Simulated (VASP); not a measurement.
Input of a VASP 6.6.1 run:

INCAR

```
SYSTEM = BeSe4
ALGO = Normal ; EDIFF = 1E-6
ENCUT = 520 ; GGA = PE
ISIF = 2 ; ISMEAR = 0
LASPH = .TRUE. ; LCHARG = .FALSE.
LREAL = .FALSE. ; LWAVE = .FALSE.
NBANDS = 21 ; NELM = 80
PREC = Accurate ; SIGMA = 0.1
```

File KPOINTS:

```
k-points
0
G
  6 6 2
  0 0 0
```

Contents of POSCAR:

```
BeSe4
1.0
    3.3816997500      0.0000000000      0.0000000000
   -1.6908498700      2.9286378900      0.0000000000
    0.0000000000      0.0000000000     10.8737925800
Be Se
1 4
Direct
    0.0000000000      0.0000000000      0.0000000000
    0.3333333300      0.6666666700      0.8658552800
    0.3333333300      0.6666666700      0.3767953500
    0.6666666700      0.3333333300      0.1341447200
    0.6666666700      0.3333333300      0.6232046500
```

Potentials or basis: VASP PAW PBE potentials, release 64 (Be, Se).

Launch:

```sh
$ cat potpaw_PBE.64/Be/POTCAR potpaw_PBE.64/Se/POTCAR > POTCAR
$ mpirun -np 1 vasp_std > vasp.out
```

Task: Predict the pressure.

Result: -6.4 GPa.

Task: Predict the band gap on the k mesh.

Result: Zero (band 13 reaches 4.52 eV, above the bottom of band 14 at 1.60 eV).

Task: Predict the largest force.

Result: 0.607 eV/Å.

Stress tensor (GPa, compression positive):
```
 -3.82   0.00   0.00
  0.00  -3.82   0.00
  0.00   0.00 -11.57
```
